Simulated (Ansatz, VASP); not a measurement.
**One calculation of Si2Au, two programs**

The input INCAR:

```
SYSTEM = Si2Au
PREC = Accurate
ENCUT = 600
EDIFF = 1E-6
ISMEAR = 0
SIGMA = 0.1
LREAL = .False.
LASPH = .True.
NELM = 60
ALGO = Normal
ISIF = 3
LWAVE = .False.
LCHARG = .False.
GGA = PE
IBRION = 2
NSW = 90
EDIFFG = -0.04
```

The input KPOINTS:

```
Automatic mesh
0
Gamma
  6 6 6
  0 0 0
```

Contents of POSCAR:

```
Si2Au
1.0
   -2.1556146104      2.1556146104      5.4183665531
    2.1556146104     -2.1556146104      5.4183665531
    2.1556146104      2.1556146104     -5.4183665531
Si Au
4 2
Direct
    0.2066000000      0.2066000000      0.0000000000
    0.9566000000      0.4566000000      0.5000000000
    0.5434000000      0.0434000000      0.5000000000
    0.7934000000      0.7934000000      0.0000000000
    0.0000000000      0.0000000000      0.0000000000
    0.7500000000      0.2500000000      0.5000000000
```

Input for Ansatz:

```yaml
crystal:
  lattice:
    - [-2.1556146104, 2.1556146104, 5.4183665531]
    - [2.1556146104, -2.1556146104, 5.4183665531]
    - [2.1556146104, 2.1556146104, -5.4183665531]
  atoms:
    - { symbol: Si, position: [0.2066, 0.2066, 0.0] }
    - { symbol: Si, position: [0.9566, 0.4566, 0.5] }
    - { symbol: Si, position: [0.5434, 0.0434, 0.5] }
    - { symbol: Si, position: [0.7934, 0.7934, 0.0] }
    - { symbol: Au, position: [0.0, 0.0, 0.0] }
    - { symbol: Au, position: [0.75, 0.25, 0.5] }
basis:
  ecutwfc: 420
kpoints:
  mp_grid: { grid: [6, 6, 6] }
hamiltonian:
  xc: pbe
scf:
  occupations: { method: gaussian, width: 0.1 }
  lower_state_search: "off"
output:
  forces: true
  stress: true
  eigenvalues: true
relax:
  adjacent_minimum: "off"
  f_tol: 0.04
  max_steps: 70
  cell: { stress_tol: 0.4 }
```

Alike in both runs: task relaxation of cell and atoms; functional PBE; k mesh 6 × 6 × 6; occupations gaussian, width 0.1 eV; no spin polarisation.

|  | VASP | Ansatz |
| --- | --- | --- |
| version | VASP 6.6.1 | Ansatz 0.2.0 |
| potentials or method | VASP PAW PBE potentials, release 64 (Si, Au), cutoff 600 eV | scalar-relativistic, plane waves, PAW |
| valence electrons in the cell | 38 | 54 |

Ansatz gave:

```
gap on the k mesh at the Fermi level, each at its own relaxed structure (eV)  : none
relaxed volume (Å³/atom)                                                      : 24.35
relaxed length of the cell vector where the two differ most in proportion (Å) : 8.191
```

Problem. Estimate VASP's values.

Solution. gap on the k mesh at the Fermi level, each at its own relaxed structure (eV): none; relaxed volume (Å³/atom): 24.34; relaxed length of the cell vector where the two differ most in proportion (Å): 8.184.

A gap of «none» marks a metal or a gap that the smearing closes. VASP's potentials hold 38 valence electrons a cell and Ansatz's 54, so a difference there can come from the potentials and not from the codes.

Neither program's run includes spin-orbit coupling. Noted on VASP's run: the volume moved by over 15 % at a fixed basis, so the end points are rough.
